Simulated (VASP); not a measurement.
Input of a VASP 6.6.1 run:

File INCAR:

```
ALGO = Normal
EDIFF = 1E-6
ENCUT = 520
GGA = PE
ISIF = 2
ISMEAR = 0
LASPH = True
LCHARG = False
LREAL = False
LWAVE = False
NBANDS = 15
NELM = 100
PREC = Accurate
SIGMA = 0.05
```

Contents of KPOINTS:

```
k-points
0
Gamma
  6 6 6
```

The input POSCAR:

```
CaSe
1.0
    0.0000000000      3.0360000000      3.4320000000
    3.0360000000      0.0000000000      3.4320000000
    3.0360000000      3.0360000000      0.0000000000
Ca Se
1 1
Direct
    0.0000000000      0.0000000000      0.0000000000
    0.7500000000      0.7500000000      0.7500000000
```

Potentials or basis: VASP PAW PBE potentials, release 64 (Ca_sv, Se).

Launch:

```bash
$ cat potpaw_PBE.64/Ca_sv/POTCAR potpaw_PBE.64/Se/POTCAR > POTCAR
$ mpirun -np 1 vasp_std > vasp.out
```

Q: Estimate the band gap on the k mesh.

A: 3.17 eV.

Q: Estimate the pressure.

A: 4.8 GPa.

Stress tensor (GPa, compression positive):
```
4.95 0.00 0.00
0.00 4.95 0.00
0.00 0.00 4.57
```

Caveat: the cell differs from its parent crystal (strain -0.080 along x and y, +0.040 along z); the cell stands under pressure. A k mesh can miss the band edges.
